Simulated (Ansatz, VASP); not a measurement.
One calculation of Cs2Na, two programs

The input INCAR:

```
SYSTEM = Cs2Na
PREC = Accurate
ENCUT = 600
EDIFF = 1E-6
ISMEAR = 0
SIGMA = 0.1
LREAL = .FALSE.
LASPH = .TRUE.
NELM = 80
ALGO = Normal
ISIF = 3
LWAVE = .FALSE.
LCHARG = .FALSE.
GGA = PE
IBRION = 2
NSW = 90
EDIFFG = -0.04
```

KPOINTS

```
Automatic mesh
0
G
  6 6 6
  0 0 0
```

File POSCAR:

```
Cs2Na
1.0
   -2.2221373347      2.2221373347      5.4511806491
    2.2221373347     -2.2221373347      5.4511806491
    2.2221373347      2.2221373347     -5.4511806491
Cs Na
2 1
Direct
    0.6650000000      0.6650000000      0.0000000000
    0.3350000000      0.3350000000      0.0000000000
    0.0000000000      0.0000000000      0.0000000000
```

Input for Ansatz:

```yaml
crystal:
  lattice:
    - [-2.2221373347, 2.2221373347, 5.4511806491]
    - [2.2221373347, -2.2221373347, 5.4511806491]
    - [2.2221373347, 2.2221373347, -5.4511806491]
  atoms:
    - { symbol: Cs, position: [0.665, 0.665, 0.0] }
    - { symbol: Cs, position: [0.335, 0.335, 0.0] }
    - { symbol: Na, position: [0.0, 0.0, 0.0] }
basis:
  ecutwfc: 420
kpoints:
  mp_grid: { grid: [6, 6, 6] }
hamiltonian:
  xc: pbe
scf:
  occupations: { method: gaussian, width: 0.1 }
  lower_state_search: "off"
output:
  forces: true
  stress: true
  eigenvalues: true
relax:
  adjacent_minimum: "off"
  f_tol: 0.04
  max_steps: 70
  cell: { stress_tol: 0.4 }
```

Alike in both runs: task relaxation of cell and atoms; functional PBE; k mesh 6 × 6 × 6; occupations gaussian, width 0.1 eV; no spin polarisation.

|  | VASP | Ansatz |
| --- | --- | --- |
| version | VASP 6.6.1 | Ansatz 0.2.0 |
| potentials or method | VASP PAW PBE potentials, release 64 (Cs_sv, Na_pv), cutoff 600 eV | scalar-relativistic, plane waves, PAW |
| valence electrons in the cell | 25 | 27 |

Ansatz gave:

| Property | Result |
| --- | --- |
| gap on the k mesh at the Fermi level, each at its own relaxed structure (eV) | none |
| relaxed volume (Å³/atom) | 84.14 |
| relaxed cell length with the largest relative difference (Å) | 8.910 |

What did VASP give for the same quantities?

gap on the k mesh at the Fermi level, each at its own relaxed structure (eV): none; relaxed volume (Å³/atom): 83.77; relaxed cell length with the largest relative difference (Å): 9.280.

A gap of «none» marks a metal or a gap that the smearing closes. VASP's potentials hold 25 valence electrons a cell and Ansatz's 27, so a difference there can come from the potentials and not from the codes.

Neither program's run includes spin-orbit coupling. Noted on VASP's run: the volume moved by over 15 % at a fixed basis, so the end points are rough.
